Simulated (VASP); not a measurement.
# Al in VASP: further runs, part 2 of 2

VASP 6.6.1. Earlier steps stand in the parts before.

**3. Single point, PBEsol**

File INCAR:

```
  PREC = Accurate
  ENCUT = 520
  EDIFF = 1E-7
  ISMEAR = -1
  SIGMA = 0.08
  LREAL = False
  LASPH = True
  NELM = 80
  ALGO = Normal
  ISIF = 2
  LWAVE = False
  LCHARG = False
  LDIPOL = True
  IDIPOL = 3
  DIPOL = 0.5 0.5 0.500
  GGA = PS
  NBANDS = 16
```

File KPOINTS:

```
Automatic mesh
0
Gamma
  14 14 1
```

File POSCAR:

```
Al
1.0
    2.8394494519      0.0000000000      0.0000000000
    0.0000000000      2.8394494519      0.0000000000
    0.0000000000      0.0000000000     24.0312000000
Al
5
Direct
    0.0000000000      0.0000000000      0.3302306759
    0.5000000000      0.5000000000      0.4149406378
    0.0000000000      0.0000000000      0.4999999975
    0.5000000000      0.5000000000      0.5850593614
    0.0000000000      0.0000000000      0.6697693273
```

Potentials or basis: VASP PAW PBE potentials, release 64 (Al).

Launch:

```console
cat potpaw_PBE.64/Al/POTCAR > POTCAR
mpirun -np 1 vasp_std > vasp.out
```

OUTCAR:

```text
PREC = Accurate
   ENCUT = 520
   EDIFF = 1E-7
   ISMEAR = -1
   LREAL = False
   LASPH = True
   NELM = 80
   ISIF = 2
   GGA = PS

 ion  position               nearest neighbor table
   1  0.000  0.000  0.330-   2 2.86   2 2.86   2 2.86   2 2.86
   2  0.500  0.500  0.415-   1 2.86   1 2.86   1 2.86   1 2.86   3 2.87   3 2.87   3 2.87   3 2.87

   3  0.000  0.000  0.500-   2 2.87   2 2.87   2 2.87   2 2.87   4 2.87   4 2.87   4 2.87   4 2.87

   4  0.500  0.500  0.585-   5 2.86   5 2.86   5 2.86   5 2.86   3 2.87   3 2.87   3 2.87   3 2.87

   5  0.000  0.000  0.670-   4 2.86   4 2.86   4 2.86   4 2.86

  LATTYP: Found a simple tetragonal cell.
 ALAT       =     2.8394494519
 C/A-ratio  =     8.4633307995

[... 663 lines left out ...]
  Total       -2.1274737     -2.1274737      0.0196695      0.0000000      0.0000000     -0.0000000
  in kB      -17.5926408    -17.5926408      0.1626521      0.0000000      0.0000000     -0.0000000
  external PRESSURE =     -11.6742098 kB  Pullay stress =       0.0000000 kB

 VOLUME and BASIS-vectors are now :
 -----------------------------------------------------------------------------
  energy-cutoff  :      520.00
  volume of cell :      193.75
      direct lattice vectors                 reciprocal lattice vectors
     2.839449452  0.000000000  0.000000000     0.352180948  0.000000000  0.000000000
     0.000000000  2.839449452  0.000000000     0.000000000  0.352180948  0.000000000
     0.000000000  0.000000000 24.031200000     0.000000000  0.000000000  0.041612570

 POSITION                                       TOTAL-FORCE (eV/Angst)
 -----------------------------------------------------------------------------------
      0.00000      0.00000      7.93584        -0.000000      0.000000     -0.004537
      1.41972      1.41972      9.97152         0.000000     -0.000000      0.003556
      0.00000      0.00000     12.01560         0.000000      0.000000      0.000000
      1.41972      1.41972     14.05968         0.000000     -0.000000     -0.003556
      0.00000      0.00000     16.09536         0.000000      0.000000      0.004537
 -----------------------------------------------------------------------------------
    total drift:                               -0.000000      0.000000      0.000000

  FREE ENERGIE OF THE ION-ELECTRON SYSTEM (eV)
  ---------------------------------------------------
  free  energy   TOTEN  =       -19.3949316803 eV

  energy  without entropy=      -19.3435370810  energy(sigma->0) =      -19.36923438

 vacuum level on the upper side and lower side of the slab         5.228         5.228
```

OSZICAR:

```text
N       E                     dE             d eps       ncg     rms          rms(c)
DAV:   1     0.323998655899E+02    0.32400E+02   -0.44282E+03  1152   0.646E+02
DAV:   2    -0.180496461446E+02   -0.50450E+02   -0.45515E+02  1648   0.106E+02
DAV:   3    -0.200724701458E+02   -0.20228E+01   -0.19729E+01  1616   0.220E+01
[... 15 lines left out ...]
DAV:  19    -0.193949084580E+02   -0.83493E-06   -0.15814E-07  1264   0.201E-03    0.250E-03
DAV:  20    -0.193949277467E+02   -0.19289E-04   -0.21141E-06  1248   0.361E-03    0.246E-03
DAV:  21    -0.193949310278E+02   -0.32810E-05   -0.21310E-07  1296   0.136E-03    0.723E-04
DAV:  22    -0.193949312785E+02   -0.25073E-06   -0.72723E-09  1096   0.378E-04    0.160E-04
DAV:  23    -0.193949316447E+02   -0.36621E-06   -0.16220E-08   968   0.319E-04    0.270E-05
DAV:  24    -0.193949316803E+02   -0.35627E-07   -0.12092E-09  1016   0.144E-04
   1 F= -.19394932E+02 E0= -.19369234E+02  d E =-.513946E-01
```

stdout:

```text
POSCAR found type information on POSCAR Al
 POSCAR found :  1 types and       5 ions
 scaLAPACK will be used
 -----------------------------------------------------------------------------
|                                                                             |
|                                                                             |
|     You enforced a specific xc type in the INCAR file but a different       |
|     I HOPE YOU KNOW WHAT YOU ARE DOING!                                     |
|                                                                             |
 -----------------------------------------------------------------------------

 LDA part: xc-table for (Slater+PW92), standard interpolation
 POSCAR, INCAR and KPOINTS ok, starting setup
 FFT: planning ... GRIDC
 FFT: planning ... GRID_SOFT
 FFT: planning ... GRID
 WAVECAR not read
 entering main loop
```

Run time: 66 s. Hardware: 1 thread of Intel Xeon 6975P-C (Granite Rapids), shared host; peak memory 0.33 GiB.

Results:

| Item | Value |
| --- | --- |
| Free energy | -19.3949 eV |
| Largest force | 0.005 eV/Å |
| Band gap on the k mesh | zero (an odd number of electrons rules out a gap without spin polarisation) |

Forces in eV/Å, atoms in the order of the input:
```
Al   0.000  0.000 -0.005
Al   0.000  0.000  0.004
Al   0.000  0.000  0.000
Al   0.000  0.000 -0.004
Al   0.000  0.000  0.005
```

Caveat: the PAW data sets were made with another functional, which shifts forces and pressure a little.

**4. Single point, PBEsol**

File INCAR:

```
SYSTEM = Al
PREC = Accurate ; ENCUT = 520
EDIFF = 1E-6 ; ISMEAR = -1
SIGMA = 0.08 ; LREAL = .FALSE.
LASPH = .TRUE. ; NELM = 60
ALGO = Normal ; ISIF = 2
LWAVE = .FALSE. ; LCHARG = .FALSE.
LDIPOL = .TRUE. ; IDIPOL = 3
DIPOL = 0.5 0.5 0.500 ; GGA = PS
EFIELD = -0.3 ; NBANDS = 16
```

File KPOINTS:

```
Automatic mesh
0
G
  14 14 1
  0 0 0
```

POSCAR is that of step 3.

Launch:

```console
cat potpaw_PBE.64/Al/POTCAR > POTCAR
mpirun -np 1 vasp_std > vasp.out
```

It took 74 s on 1 thread of Intel Xeon 6975P-C (Granite Rapids), shared host; peak memory 0.32 GiB.

It converged, with:

| Property | Result |
| --- | --- |
| Free energy | -19.4179 eV |
| Largest force | 0.011 eV/Å |
| Band gap on the k mesh | zero (an odd number of electrons rules out a gap without spin polarisation) |

Forces in eV/Å, atoms in the order of the input:
```
Al   0.000  0.000 -0.002
Al   0.000  0.000  0.000
Al   0.000  0.000 -0.003
Al   0.000  0.000 -0.007
Al   0.000  0.000  0.011
```

Levels at points of the mesh, in eV from the Fermi level:
```
           k point  band 5  band 6  band 7  band 8  band 9  band 10  band 11  band 12
(0.00, 0.00, 0.00)   -4.05   -2.19    0.86    2.89    3.63     4.77     5.39     5.69
(0.50, 0.00, 0.00)   -4.00   -3.98   -2.22   -1.93    0.02     0.70     1.73     2.54
(0.50, 0.50, 0.00)   -1.22   -1.13   -0.49   -0.34   -0.34    -0.02     1.00     1.44
```

Caveat: the PAW data sets were made with another functional, which shifts forces and pressure a little.

**5. Single point, PBEsol**

File INCAR:

```
PREC = Accurate
ENCUT = 520
EDIFF = 1E-6
ISMEAR = -1
SIGMA = 0.08
LREAL = F
LASPH = T
NELM = 80
ALGO = Normal
ISIF = 2
LWAVE = F
LCHARG = T
LDIPOL = T
IDIPOL = 3
DIPOL = 0.5 0.5 0.500
GGA = PS
LELF = T
LVHAR = T
LVACPOTAV = T
EFIELD = -0.3
NBANDS = 16
```

File KPOINTS:

```
Automatic mesh
0
Gamma
  14 14 1
```

POSCAR is that of step 4.

Launch:

```console
cat potpaw_PBE.64/Al/POTCAR > POTCAR
mpirun -np 1 vasp_std > vasp.out
```

Wall time 73 s (1 thread of Intel Xeon 6975P-C (Granite Rapids), shared host); peak memory 0.32 GiB.

It converged, with:

```
Free energy            : -19.4179 eV
Largest force          : 0.011 eV/Å
Band gap on the k mesh : zero (an odd number of electrons rules out a gap without spin polarisation)
```

Forces in eV/Å, atoms in the order of the input:
```
Al   0.000  0.000 -0.002
Al   0.000  0.000  0.000
Al   0.000  0.000 -0.003
Al   0.000  0.000 -0.007
Al   0.000  0.000  0.011
```

Levels at points of the mesh, in eV from the Fermi level:
```
           k point  band 4  band 5  band 6  band 7  band 8  band 9  band 10  band 11  band 12  band 13
(0.00, 0.00, 0.00)   -6.48   -4.05   -2.19    0.86    2.89    3.63     4.77     5.39     5.69     6.09
(0.50, 0.00, 0.00)   -5.35   -4.00   -3.98   -2.22   -1.93    0.02     0.70     1.73     2.54     4.94
(0.50, 0.50, 0.00)   -1.71   -1.22   -1.13   -0.49   -0.34   -0.34    -0.02     1.00     1.44     1.51
```

Caveat: the PAW data sets were made with another functional, which shifts forces and pressure a little.

**6. Single point, PBEsol**

File INCAR:

```
  PREC = Accurate
  ENCUT = 520
  EDIFF = 1E-6
  ISMEAR = -1
  SIGMA = 0.08
  LREAL = False
  LASPH = True
  NELM = 100
  ALGO = Normal
  ISIF = 2
  LWAVE = False
  LCHARG = True
  GGA = PS
  LELF = True
  LVHAR = True
  NBANDS = 16
```

KPOINTS is that of step 5.

POSCAR is that of step 5.

Potentials or basis: VASP PAW PBE potentials, release 64 (Al).

Launch:

```console
cat potpaw_PBE.64/Al/POTCAR > POTCAR
mpirun -np 1 vasp_std > vasp.out
```

Run time: 74 s. Hardware: 1 thread of Intel Xeon 6975P-C (Granite Rapids), shared host; peak memory 0.33 GiB.

Results (log left out):

| Property | Result |
| --- | --- |
| Free energy | -19.3949 eV |
| Largest force | 0.005 eV/Å |
| Band gap on the k mesh | zero (an odd number of electrons rules out a gap without spin polarisation) |

Forces on the atoms (eV/Å):
```
Al   0.000  0.000 -0.005
Al   0.000  0.000  0.004
Al   0.000  0.000  0.000
Al   0.000  0.000 -0.004
Al   0.000  0.000  0.005
```

Levels at points of the mesh, in eV from the Fermi level:
```
           k point  band 5  band 6  band 7  band 8  band 9  band 10  band 11  band 12
(0.00, 0.00, 0.00)   -4.05   -2.19    0.86    3.03    4.02     5.00     5.07     5.69
(0.50, 0.00, 0.00)   -4.00   -3.98   -2.22   -1.93    0.02     0.70     1.73     2.54
(0.50, 0.50, 0.00)   -1.22   -1.13   -0.49   -0.34   -0.34    -0.02     1.00     1.44
```

Caveat: there is no dipole correction, which matters where the two faces differ; the PAW data sets were made with another functional, which shifts forces and pressure a little.

**7. Summary**

| dipole correction | electric field (eV/Å) | gap on the mesh (eV) |
| --- | --- | --- |
| yes | - | none |
| yes | -0.3 eV/Å | none |
| no | - | none |

Alike in all rows: task single point; level PBEsol; potentials or basis VASP PAW PBE potentials, release 64 (Al); no spin polarisation; cell as given; k mesh 14 × 14 × 1; cutoff (eV) 520; smearing fermi-dirac 0.08 eV.

Caveats: the PAW data sets were made with another functional, which shifts forces and pressure a little; there is no dipole correction, which matters where the two faces differ (at least some runs).

Absolute energies hang on the potentials; compare differences alone.
